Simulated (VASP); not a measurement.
# GaP (kat) (F-43m) in VASP: single point with LDA

Aim: the single point of GaP (kat) with LDA.

Program: VASP 6.6.1. These are calculated values, not measurements. Logs are shortened: lines on timing, memory, paths and dates and some standing lists are left out, and cuts for length are marked.

**1. The cell of the first run**

It takes space group F-43m (No. 216, cubic). Conventional cell: a = 5.452 Å, b = 5.452 Å, c = 5.452 Å, α = 90.00°, β = 90.00°, γ = 90.00°. Ga (site symmetry -43m) has 4 P at 2.36 Å within 3.1 Å. Within 3.1 Å of P (site symmetry -43m) lie 4 Ga at 2.36 Å.

**2. Single point, LDA (strained cell)**

INCAR reads:

```
  ALGO = Normal
  EDIFF = 1E-6
  ENCUT = 520
  ISIF = 2
  ISMEAR = 0
  LASPH = T
  LCHARG = F
  LREAL = F
  LWAVE = F
  NBANDS = 16
  NELM = 60
  PREC = Accurate
  SIGMA = 0.02
```

KPOINTS reads:

```
k-points
0
Gamma
  8 8 8
```

POSCAR reads:

```
GaP
1.0
    0.0000000000      2.7258124900      2.7258124900
    2.7258124900      0.0000000000      2.7258124900
    2.7258124900      2.7258124900      0.0000000000
Ga P
1 1
Direct
    0.0000000000      0.0000000000      0.0000000000
    0.7500000000      0.7500000000      0.7500000000
```

Potentials or basis: VASP PAW LDA potentials, release 64 (Ga_d, P).

Started as:

```
$ cat potpaw_LDA.64/Ga_d/POTCAR potpaw_LDA.64/P/POTCAR > POTCAR
$ mpirun -np 1 vasp_std > vasp.out
```

OUTCAR:

```text
EDIFF = 1E-6
   ENCUT = 520
   ISIF = 2
   ISMEAR = 0
   LASPH = T
   LREAL = F
   NELM = 60
   PREC = Accurate

 ion  position               nearest neighbor table
   1  0.000  0.000  0.000-   2 2.36   2 2.36   2 2.36   2 2.36
   2  0.750  0.750  0.750-   1 2.36   1 2.36   1 2.36   1 2.36

  LATTYP: Found a face centered cubic cell.
 ALAT       =     5.4516249800

  Lattice vectors:

 A1 = (   0.0000000000,   2.7258124900,   2.7258124900)
 A2 = (   2.7258124900,   0.0000000000,   2.7258124900)
 A3 = (   2.7258124900,   2.7258124900,   0.0000000000)

Analysis of symmetry for initial positions (statically):
=====================================================================
 Subroutine PRICEL returns:
 Original cell was already a primitive cell.

 Routine SETGRP: Setting up the symmetry group for a
 face centered cubic supercell.

 Subroutine GETGRP returns: Found 24 space group operations
 (whereof 24 operations were pure point group operations)
 out of a pool of 48 trial point group operations.

The static configuration has the point symmetry T_d .

Analysis of symmetry for dynamics (positions and initial velocities):
=====================================================================
 Subroutine PRICEL returns:
 Original cell was already a primitive cell.

 Routine SETGRP: Setting up the symmetry group for a
 face centered cubic supercell.

 Subroutine GETGRP returns: Found 24 space group operations
 (whereof 24 operations were pure point group operations)
 out of a pool of 48 trial point group operations.

The dynamic configuration has the point symmetry T_d .

 Subroutine INISYM returns: Found 24 space group operations
 (whereof 24 operations are pure point group operations),
 and found     1 'primitive' translations

----------------------------------------------------------------------------------------

                                     Primitive cell

  volume of cell :      40.5059

  direct lattice vectors                    reciprocal lattice vectors
     0.000000000  2.725812490  2.725812490    -0.183431546  0.183431546  0.183431546
     2.725812490  0.000000000  2.725812490     0.183431546 -0.183431546  0.183431546
     2.725812490  2.725812490  0.000000000     0.183431546  0.183431546 -0.183431546

  length of vectors
     3.854880992  3.854880992  3.854880992     0.317712758  0.317712758  0.317712758

  position of ions in fractional coordinates (direct lattice)
     0.000000000  0.000000000  0.000000000
     0.750000000  0.750000000  0.750000000

  ion indices of the primitive-cell ions
   primitive index   ion index
                 1           1
                 2           2

----------------------------------------------------------------------------------------

 KPOINTS: k-points

Automatic generation of k-mesh.
 Grid dimensions read from file:
 generate k-points for:    8    8    8

 Generating k-lattice:

  Cartesian coordinates                     Fractional coordinates (reciprocal lattice)
    -0.022928943  0.022928943  0.022928943     0.125000000  0.000000000  0.000000000
     0.022928943 -0.022928943  0.022928943     0.000000000  0.125000000  0.000000000
     0.022928943  0.022928943 -0.022928943     0.000000000  0.000000000  0.125000000

  Length of vectors
     0.039714095  0.039714095  0.039714095

  Shift w.r.t. Gamma in fractional coordinates (k-lattice)
     0.000000000  0.000000000  0.000000000

 Subroutine IBZKPT returns following result:
 ===========================================

 Found     29 irreducible k-points:

 Following reciprocal coordinates:
            Coordinates               Weight
  0.000000  0.000000  0.000000      1.000000
  0.125000  0.000000  0.000000      8.000000
  0.250000  0.000000  0.000000      8.000000
  0.375000  0.000000  0.000000      8.000000
  0.500000  0.000000  0.000000      4.000000
  0.125000  0.125000  0.000000      6.000000
[... 16 lines left out ...]
  0.500000  0.250000  0.125000     48.000000
 -0.375000  0.250000  0.125000     24.000000
 [... further k-points ...]
   k-points           NKPTS =     29   k-points in BZ     NKDIM =     29   number of bands    NBANDS=     16
   number of dos      NEDOS =    301   number of ions     NIONS =      2
   total plane-waves  NPLWV =  27000
   dimension x,y,z NGX =    30 NGY =   30 NGZ =   30
   dimension x,y,z NGXF=    60 NGYF=   60 NGZF=   60
   ions per type =               1   1
   NGX,Y,Z   is equivalent  to a cutoff of  12.94, 12.94, 12.94 a.u.
   NGXF,Y,Z  is equivalent  to a cutoff of  25.88, 25.88, 25.88 a.u.
 SYSTEM =  unknown system
   PREC   = accura    normal or accurate (medium, high low for compatibility)
   ISTART =      0    job   : 0-new  1-cont  2-samecut
   ICHARG =      2    charge: 1-file 2-atom 10-const
   ISPIN  =      1    spin polarized calculation?
   LNONCOLLINEAR =      F non collinear calculations
   LSORBIT =      F    spin-orbit coupling
   LASPH  =      T    aspherical Exc in radial PAW
   ENCUT  =  520.0 eV  38.22 Ry    6.18 a.u.   7.17  7.17  7.17*2*pi/ulx,y,z
   NELM   =     60;   NELMIN=  2; NELMDL= -5     # of ELM steps
   EDIFF  = 0.1E-05   stopping-criterion for ELM
   LREAL  =      F    real-space projection
   EDIFFG = 0.1E-04   stopping-criterion for IOM
   NSW    =      0    number of steps for IOM
   IBRION =     -1    ionic relax: 0-MD 1-quasi-New 2-CG
   NFREE  =      0    steps in history (QN), initial steepest desc. (CG)
   ISIF   =      2    stress and relaxation
   ISYM   =      2    0-nonsym 1-usesym 2-fastsym
   POTIM  = 0.5000    time-step for ionic-motion
   TEBEG  =    0.0;   TEEND  =   0.0 temperature during run
   PSTRESS=    0.0 pullay stress
   NELECT =      18.0000    total number of electrons
   NUPDOWN=      -1.0000    fix difference up-down
   EMIN   =  10.00;   EMAX   =-10.00  energy-range for DOS
   EFERMI =   0.00;   METHOD = LEGACY
   ISMEAR =     0;   SIGMA  =   0.02  broadening in eV -4-tet -1-fermi 0-gaus
   EFERMI_NEDOS =   21; number of points for ismear=-14 and -15
   IALGO  =     38    algorithm
   IMIX   =      4    mixing-type and parameters
     AMIX     =   0.40;   BMIX     =  1.00
     AMIX_MAG =   1.60;   BMIX_MAG =  1.00
  volume/ion in A,a.u.               =      20.25       136.67
  Fermi-wavevector in a.u.,A,eV,Ry     =   1.249280  2.360796 21.234610  1.560700
  Thomas-Fermi vector in A             =   2.383328
   LORBIT       =      0    0 simple, 1 ext, 2 COOP (PROOUT), +10 PAW based schemes
   GGA     = CA    functional components
   LHFCALC =     F    Hartree Fock is set to
   AEXX    =    0.0000 exact exchange contribution
   IVDW    =     0    specifies the selected vdW correction
   LEPSILON=     F    determine dielectric tensor
   LRPA    =     F    only Hartree local field effects (RPA)
 non-spin polarized calculation
 Gauss-broadening in eV      SIGMA  =   0.02
  energy-cutoff  :      520.00
  volume of cell :       40.51
 maximum number of plane-waves:      1106
 NGX is ok and might be reduce to    30
   NGX = 15   NGY = 15   NGZ = 15

 number of electron      17.9999989 magnetization

 Free energy of the ion-electron system (eV)
  ---------------------------------------------------
  ext. energy  EPLUGINS =         0.00000000
  ---------------------------------------------------
  free energy    TOTEN  =       -10.43982476 eV

  energy without entropy =      -10.43982476  energy(sigma->0) =      -10.43982476

 E-fermi :   4.6157     XC(G=0): -10.1614

 val. band max:        4.4986054672   @ k =   0.0000   0.0000   0.0000
 cond. band min:       5.9925070871   @ k =   0.3750   0.3750   0.0000
 fundamental gap:      1.4939016199
 Fermi energy:         4.6156832682

 k-point     1 :       0.0000    0.0000    0.0000
  band No.  band energies     occupation
      1     -10.2052      2.00000
      2     -10.2052      2.00000
      3     -10.2052      2.00000
      4     -10.1073      2.00000
      5     -10.1073      2.00000
      6      -8.0062      2.00000
[... 8 lines left out ...]
     15      14.2953      0.00000
     16      14.2953      0.00000

 k-point     2 :       0.1250    0.0000    0.0000
  band No.  band energies     occupation
      1     -10.2176      2.00000
      2     -10.2006      2.00000
      3     -10.2006      2.00000
      4     -10.1074      2.00000
      5     -10.1074      2.00000
      6      -7.8042      2.00000
[... 8 lines left out ...]
     15      13.6314      0.00000
     16      13.9091      0.00000

 k-point     3 :       0.2500    0.0000    0.0000
  band No.  band energies     occupation
      1     -10.2452      2.00000
      2     -10.1908      2.00000
      3     -10.1908      2.00000
      4     -10.1061      2.00000
      5     -10.1061      2.00000
      6      -7.2296      2.00000
[... 8 lines left out ...]
     15      13.4302      0.00000
     16      14.1654      0.00000

 k-point     4 :       0.3750    0.0000    0.0000
  band No.  band energies     occupation
      1     -10.2705      2.00000
      2     -10.1833      2.00000
      3     -10.1833      2.00000
      4     -10.1024      2.00000
      5     -10.1024      2.00000
      6      -6.4230      2.00000
[... 8 lines left out ...]
     15      14.6244      0.00000
     16      14.6244      0.00000

 k-point     5 :       0.5000    0.0000    0.0000
  band No.  band energies     occupation
      1     -10.2805      2.00000
      2     -10.1810      2.00000
      3     -10.1810      2.00000
      4     -10.1001      2.00000
      5     -10.1001      2.00000
      6      -5.9239      2.00000
[... 8 lines left out ...]
     15      16.1594      0.00000
     16      16.1594      0.00000

 k-point     6 :       0.1250    0.1250    0.0000
  band No.  band energies     occupation
      1     -10.2260      2.00000
      2     -10.1963      2.00000
      3     -10.1963      2.00000
      4     -10.1114      2.00000
      5     -10.1042      2.00000
      6      -7.7370      2.00000
[... 8 lines left out ...]
     15      14.2822      0.00000
     16      14.5407      0.00000

 k-point     7 :       0.2500    0.1250    0.0000
  band No.  band energies     occupation
      1     -10.2478      2.00000
      2     -10.1879      2.00000
      3     -10.1859      2.00000
      4     -10.1145      2.00000
      5     -10.1012      2.00000
      6      -7.2852      2.00000
[... 8 lines left out ...]
     15      14.5084      0.00000
     16      15.3893      0.00000

 k-point     8 :       0.3750    0.1250    0.0000
  band No.  band energies     occupation
      1     -10.2697      2.00000
      2     -10.1815      2.00000
      3     -10.1773      2.00000
      4     -10.1127      2.00000
      5     -10.0985      2.00000
      6      -6.5376      2.00000
[... 8 lines left out ...]
     15      15.1418      0.00000
     16      15.3542      0.00000

 k-point     9 :       0.5000    0.1250    0.0000
  band No.  band energies     occupation
      1     -10.2817      2.00000
      2     -10.1787      2.00000
      3     -10.1745      2.00000
      4     -10.1069      2.00000
      5     -10.0988      2.00000
      6      -5.8449      2.00000
[... 8 lines left out ...]
     15      16.1588      0.00000
     16      16.2647      0.00000
[... 172 lines left out ...]
 k-point    19 :       0.5000    0.3750    0.0000
  band No.  band energies     occupation
      1     -10.3082      2.00000
      2     -10.1506      2.00000
      3     -10.1461      2.00000
      4     -10.1357      2.00000
      5     -10.0890      2.00000
      6      -5.2304      2.00000
[... 8 lines left out ...]
     15      16.5010      0.00000
     16      17.6020      0.00000

 k-point    20 :      -0.3750    0.3750    0.0000
  band No.  band energies     occupation
      1     -10.3000      2.00000
      2     -10.1604      2.00000
      3     -10.1500      2.00000
      4     -10.1265      2.00000
      5     -10.0953      2.00000
      6      -5.0428      2.00000
[... 8 lines left out ...]
     15      14.8611      0.00000
     16      18.9966      0.00000

 k-point    21 :       0.5000    0.5000    0.0000
  band No.  band energies     occupation
      1     -10.3161      2.00000
      2     -10.1427      2.00000
      3     -10.1412      2.00000
      4     -10.1412      2.00000
      5     -10.0859      2.00000
      6      -5.0059      2.00000
[... 8 lines left out ...]
     15      16.9329      0.00000
     16      17.4187      0.00000

 k-point    22 :       0.3750    0.2500    0.1250
  band No.  band energies     occupation
      1     -10.2671      2.00000
      2     -10.1791      2.00000
      3     -10.1752      2.00000
      4     -10.1180      2.00000
      5     -10.0984      2.00000
      6      -6.7391      2.00000
[... 8 lines left out ...]
     15      15.5477      0.00000
     16      16.6901      0.00000

 k-point    23 :       0.5000    0.2500    0.1250
  band No.  band energies     occupation
      1     -10.2813      2.00000
      2     -10.1757      2.00000
      3     -10.1662      2.00000
      4     -10.1160      2.00000
      5     -10.0985      2.00000
      6      -5.9770      2.00000
[... 8 lines left out ...]
     15      15.8779      0.00000
     16      17.2197      0.00000

 k-point    24 :      -0.3750    0.2500    0.1250
  band No.  band energies     occupation
      1     -10.2865      2.00000
      2     -10.1753      2.00000
      3     -10.1630      2.00000
      4     -10.1125      2.00000
      5     -10.1002      2.00000
      6      -5.5122      2.00000
[... 8 lines left out ...]
     15      16.3757      0.00000
     16      16.8876      0.00000

 [... further k-points ...]
[... 5 lines left out ...]
  --------------------------------------------------------------------------------------
  -------------------------------------------------------------------------------------
  Total       -0.6889843     -0.6889843     -0.6889843     -0.0000000      0.0000000     -0.0000000
  in kB      -27.2522250    -27.2522250    -27.2522250     -0.0000000      0.0000000     -0.0000000
  external PRESSURE =     -27.2522250 kB  Pullay stress =       0.0000000 kB

 VOLUME and BASIS-vectors are now :
 -----------------------------------------------------------------------------
  energy-cutoff  :      520.00
  volume of cell :       40.51
      direct lattice vectors                 reciprocal lattice vectors
     0.000000000  2.725812490  2.725812490    -0.183431546  0.183431546  0.183431546
     2.725812490  0.000000000  2.725812490     0.183431546 -0.183431546  0.183431546
     2.725812490  2.725812490  0.000000000     0.183431546  0.183431546 -0.183431546

 POSITION                                       TOTAL-FORCE (eV/Angst)
 -----------------------------------------------------------------------------------
      0.00000      0.00000      0.00000        -0.000000     -0.000000      0.000000
      4.08872      4.08872      4.08872         0.000000      0.000000     -0.000000
 -----------------------------------------------------------------------------------
    total drift:                               -0.000000     -0.000000     -0.000000

  FREE ENERGIE OF THE ION-ELECTRON SYSTEM (eV)
  ---------------------------------------------------
  free  energy   TOTEN  =       -10.4398247607 eV

  energy  without entropy=      -10.4398247607  energy(sigma->0) =      -10.43982476
```

Wall time 7.7 s (1 thread of Intel Xeon 6975P-C (Granite Rapids), shared host); peak memory 0.15 GiB.

Results:

- Free energy: -10.4398 eV
- Pressure: -2.7 GPa
- Band gap on the k mesh: 1.49 eV, indirect (least direct gap 1.63 eV)

Caveat: the cell differs from its parent crystal (strained cell). A k mesh can miss the band edges.
